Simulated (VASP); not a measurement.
# BeS (P6_3/mmc) in VASP: further runs, part 2 of 2

VASP 6.6.1. Earlier steps stand in the parts before.

## 5. Single point, HSE06

POSCAR reads:

```
BeS
1.0
    3.4621570489      0.0000000000      0.0000000000
   -1.7310785244      2.9983159563      0.0000000000
    0.0000000000      0.0000000000      6.9924330974
Be S
2 2
Direct
    0.3333333333      0.6666666667      0.2500000000
    0.6666666667      0.3333333333      0.7500000000
    0.6666666667      0.3333333333      0.2500000000
    0.3333333333      0.6666666667      0.7500000000
```

INCAR.step1 reads:

```
ALGO = Normal
EDIFF = 1E-5
ENCUT = 520
GGA = PE
ISIF = 2
ISMEAR = 0
LASPH = True
LCHARG = False
LREAL = False
LWAVE = True
NBANDS = 16
NELM = 100
PREC = Accurate
SIGMA = 0.01
```

INCAR.step2 reads:

```
ALGO = Normal
EDIFF = 1E-7
ENCUT = 520
GGA = PE
HFSCREEN = 0.2079
ISIF = 2
ISMEAR = 0
ISTART = 1
LASPH = True
LCHARG = False
LHFCALC = True
LREAL = False
LWAVE = False
NBANDS = 16
NELM = 100
PREC = Accurate
PRECFOCK = Normal
SIGMA = 0.01
```

KPOINTS reads:

```
k-points
0
Gamma
  6 6 2
```

Potentials or basis: VASP PAW PBE potentials, release 64 (Be, S).

The run is started by

```console
> cat potpaw_PBE.64/Be/POTCAR potpaw_PBE.64/S/POTCAR > POTCAR
> cp INCAR.step1 INCAR
> mpirun -np 1 vasp_std > vasp.out
> cp INCAR.step2 INCAR
> mpirun -np 1 vasp_std > vasp.out
```

OUTCAR:

```text
EDIFF = 1E-7
   ENCUT = 520
   GGA = PE
   HFSCREEN = 0.2079
   ISIF = 2
   ISMEAR = 0
   ISTART = 1
   LASPH = True
   LHFCALC = True
   LREAL = False
   NELM = 100
   PREC = Accurate
   PRECFOCK = Normal

 ion  position               nearest neighbor table
   1  0.333  0.667  0.250-   3 2.00   3 2.00   3 2.00
   2  0.667  0.333  0.750-   4 2.00   4 2.00   4 2.00
   3  0.667  0.333  0.250-   1 2.00   1 2.00   1 2.00
   4  0.333  0.667  0.750-   2 2.00   2 2.00   2 2.00

  LATTYP: Found a hexagonal cell.
 ALAT       =     3.4621570489
 C/A-ratio  =     2.0196753061

  Lattice vectors:

 A1 = (   3.4621570489,   0.0000000000,   0.0000000000)
 A2 = (  -1.7310785244,   2.9983159563,   0.0000000000)
 A3 = (   0.0000000000,   0.0000000000,   6.9924330974)

Analysis of symmetry for initial positions (statically):
=====================================================================
 Subroutine PRICEL returns:
 Original cell was already a primitive cell.

 Routine SETGRP: Setting up the symmetry group for a
 hexagonal supercell.

 Subroutine GETGRP returns: Found 24 space group operations
 (whereof 12 operations were pure point group operations)
 out of a pool of 24 trial point group operations.

The static configuration has the point symmetry D_3d.
 The point group associated with its full space group is D_6h.

Analysis of symmetry for dynamics (positions and initial velocities):
=====================================================================
 Subroutine PRICEL returns:
 Original cell was already a primitive cell.

 Routine SETGRP: Setting up the symmetry group for a
 hexagonal supercell.

 Subroutine GETGRP returns: Found 24 space group operations
 (whereof 12 operations were pure point group operations)
 out of a pool of 24 trial point group operations.

The dynamic configuration has the point symmetry D_3d.
 The point group associated with its full space group is D_6h.

 Subroutine INISYM returns: Found 24 space group operations
 (whereof 12 operations are pure point group operations),
 and found     1 'primitive' translations

----------------------------------------------------------------------------------------

                                     Primitive cell

  volume of cell :      72.5859

  direct lattice vectors                    reciprocal lattice vectors
     3.462157049  0.000000000  0.000000000     0.288837273  0.166760277  0.000000000
    -1.731078524  2.998315956  0.000000000     0.000000000  0.333520554  0.000000000
     0.000000000  0.000000000  6.992433097     0.000000000  0.000000000  0.143011737

  length of vectors
     3.462157049  3.462157049  6.992433097     0.333520554  0.333520554  0.143011737

  position of ions in fractional coordinates (direct lattice)
     0.333333333  0.666666667  0.250000000
     0.666666667  0.333333333  0.750000000
     0.666666667  0.333333333  0.250000000
     0.333333333  0.666666667  0.750000000

  ion indices of the primitive-cell ions
   primitive index   ion index
                 1           1
                 2           2
[... 42 lines left out ...]
  0.166667  0.166667  0.500000      6.000000
  0.333333  0.166667  0.500000     12.000000
  0.333333  0.333333  0.500000      2.000000
   k-points           NKPTS =     14   k-points in BZ     NKDIM =     72   number of bands    NBANDS=     16
   number of dos      NEDOS =    301   number of ions     NIONS =      4
   total plane-waves  NPLWV =  42336
   dimension x,y,z NGX =    28 NGY =   28 NGZ =   54
   dimension x,y,z NGXF=    56 NGYF=   56 NGZF=  108
   ions per type =               2   2
   NGX,Y,Z   is equivalent  to a cutoff of  13.45, 13.45, 12.84 a.u.
   NGXF,Y,Z  is equivalent  to a cutoff of  26.89, 26.89, 25.68 a.u.
 SYSTEM =  unknown system
   PREC   = accura    normal or accurate (medium, high low for compatibility)
   ISTART =      1    job   : 0-new  1-cont  2-samecut
   ICHARG =      0    charge: 1-file 2-atom 10-const
   ISPIN  =      1    spin polarized calculation?
   LNONCOLLINEAR =      F non collinear calculations
   LSORBIT =      F    spin-orbit coupling
   LASPH  =      T    aspherical Exc in radial PAW
   ENCUT  =  520.0 eV  38.22 Ry    6.18 a.u.   6.44  6.44 13.00*2*pi/ulx,y,z
   NELM   =    100;   NELMIN=  2; NELMDL=  0     # of ELM steps
   EDIFF  = 0.1E-06   stopping-criterion for ELM
   LREAL  =      F    real-space projection
   EDIFFG = 0.1E-05   stopping-criterion for IOM
   NSW    =      0    number of steps for IOM
   IBRION =     -1    ionic relax: 0-MD 1-quasi-New 2-CG
   NFREE  =      0    steps in history (QN), initial steepest desc. (CG)
   ISIF   =      2    stress and relaxation
   ISYM   =      3    0-nonsym 1-usesym 2-fastsym
   POTIM  = 0.5000    time-step for ionic-motion
   TEBEG  =    0.0;   TEEND  =   0.0 temperature during run
   PSTRESS=    0.0 pullay stress
   NELECT =      16.0000    total number of electrons
   NUPDOWN=      -1.0000    fix difference up-down
   EMIN   =  10.00;   EMAX   =-10.00  energy-range for DOS
   EFERMI =   0.00;   METHOD = LEGACY
   ISMEAR =     0;   SIGMA  =   0.01  broadening in eV -4-tet -1-fermi 0-gaus
   EFERMI_NEDOS =   21; number of points for ismear=-14 and -15
   IALGO  =     38    algorithm
   IMIX   =      1    mixing-type and parameters
     AMIX     =   0.40;   BMIX     =  1.00
     AMIX_MAG =   1.60;   BMIX_MAG =  1.00
  volume/ion in A,a.u.               =      18.15       122.46
  Fermi-wavevector in a.u.,A,eV,Ry     =   0.988926  1.868800 13.306165  0.977976
  Thomas-Fermi vector in A             =   2.120488
   LORBIT       =      0    0 simple, 1 ext, 2 COOP (PROOUT), +10 PAW based schemes
   GGA     = PE    functional components
   LHFCALC =     T    Hartree Fock is set to
   PRECFOCK=normal    Normal, Fast or Accurate (Low or Medium for compatibility)
   ENCUT4O =  -1.0   cutoff for four orbital integrals eV
   NKREDX  =     1    reduce k-point grid by
   NKREDY  =     1    reduce k-point grid by
   NKREDZ  =     1    reduce k-point grid by
   AEXX    =    0.2500 exact exchange contribution
   HFSCREEN=    0.2079 screening length (either q_TF or 0.3 A-1)
   HFSCREENC=   0.2079 screening length for correlation (either q_TF or 0.3 A-1)
   ENCUTFOCK=  -1.0 apply spherical cutoff to Coloumb kernel
   IVDW    =     0    specifies the selected vdW correction
   LEPSILON=     F    determine dielectric tensor
   LRPA    =     F    only Hartree local field effects (RPA)
 non-spin polarized calculation
 Gauss-broadening in eV      SIGMA  =   0.01
  energy-cutoff  :      520.00
  volume of cell :       72.59
 maximum number of plane-waves:      1986
 NGX is ok and might be reduce to    28
  NGX = 20; NGY = 20; NGZ = 40

 number of electron      16.0000001 magnetization

 Free energy of the ion-electron system (eV)
  ---------------------------------------------------
  ext. energy  EPLUGINS =         0.00000000
  ---------------------------------------------------
  free energy    TOTEN  =       -21.92701619 eV

  energy without entropy =      -21.92701619  energy(sigma->0) =      -21.92701619

 E-fermi :   0.9562     XC(G=0):  -7.1504

 val. band max:        0.9121392311   @ k =   0.3333   0.1667   0.0000
 cond. band min:       6.1593839320   @ k =   0.5000  -0.0000   0.5000
 fundamental gap:      5.2472447009
 Fermi energy:         0.9561714948

 k-point     1 :       0.0000    0.0000    0.0000
  band No.  band energies     occupation
      1     -12.8573      2.00000
      2     -12.3770      2.00000
      3      -2.8499      2.00000
      4       0.0821      2.00000
      5       0.0821      2.00000
      6       0.2438      2.00000
[... 243 lines left out ...]
      3      -3.3472      2.00000
      4      -3.3472      2.00000
      5      -3.3431      2.00000
      6      -3.3431      2.00000
[... 8 lines left out ...]
     15      12.6623      0.00000
     16      12.6623      0.00000

------------------------ aborting loop because EDIFF is reached ----------------------------------------

  FORCE on cell =-STRESS in cart. coord.  units (eV):
  Direction    XX          YY          ZZ          XY          YZ          ZX
  --------------------------------------------------------------------------------------
  -------------------------------------------------------------------------------------
  Total       -0.3797878     -0.3797878      0.1221423     -0.0000000     -0.0000000     -0.0000000
  in kB       -8.3829937     -8.3829937      2.6960265     -0.0000000     -0.0000000     -0.0000000
  external PRESSURE =      -4.6899870 kB  Pullay stress =       0.0000000 kB

 VOLUME and BASIS-vectors are now :
 -----------------------------------------------------------------------------
  energy-cutoff  :      520.00
  volume of cell :       72.59
      direct lattice vectors                 reciprocal lattice vectors
     3.462157049  0.000000000  0.000000000     0.288837273  0.166760277  0.000000000
    -1.731078524  2.998315956  0.000000000     0.000000000  0.333520554  0.000000000
     0.000000000  0.000000000  6.992433097     0.000000000  0.000000000  0.143011737

 POSITION                                       TOTAL-FORCE (eV/Angst)
 -----------------------------------------------------------------------------------
     -0.00000      1.99888      1.74811        -0.000000     -0.000000      0.000000
      1.73108      0.99944      5.24432         0.000000     -0.000000      0.000000
      1.73108      0.99944      1.74811         0.000000      0.000000      0.000000
     -0.00000      1.99888      5.24432        -0.000000     -0.000000     -0.000000
 -----------------------------------------------------------------------------------
    total drift:                               -0.000000     -0.000000     -0.000000

  FREE ENERGIE OF THE ION-ELECTRON SYSTEM (eV)
  ---------------------------------------------------
  free  energy   TOTEN  =       -21.9270161866 eV

  energy  without entropy=      -21.9270161866  energy(sigma->0) =      -21.92701619
```

Wall time 8 min (1 thread of Intel Xeon 6975P-C (Granite Rapids), shared host); peak memory 0.3 GiB.

What came out:

```
Free energy            : -21.9270 eV
Pressure               : -0.5 GPa
Band gap on the k mesh : 5.25 eV, indirect (least direct gap 5.40 eV)
```

Stress tensor (GPa, compression positive):
```
-0.84  0.00  0.00
 0.00 -0.84  0.00
 0.00  0.00  0.27
```

Caveat: the k points lie up to 0.45 Å⁻¹ apart; the PAW data sets were made with another functional, which shifts forces and pressure a little.

## 6. Summary

| level | k mesh | grid for exact exchange (PRECFOCK) | screening parameter | gap on the mesh (eV) | pressure (GPa) |
| --- | --- | --- | --- | --- | --- |
| PBE | 6 × 6 × 4 | - | - | 3.99 | 0.5 |
| r2SCAN | 6 × 6 × 4 | - | - | 4.50 | -0.1 |
| HSE06 | 6 × 6 × 2 | Normal | 0.2079 1/Å | 5.25 | -0.5 |

Alike in all rows: task single point; potentials or basis VASP PAW PBE potentials, release 64 (Be, S); no spin polarisation; cell as given; cutoff (eV) 520; smearing gaussian 0.01 eV.

Caveats: some runs use coarse meshes; the PAW data sets were made with another functional, which shifts forces and pressure a little (some runs).

Total energies depend on the potentials used, so only differences within one code and one set of settings carry meaning.
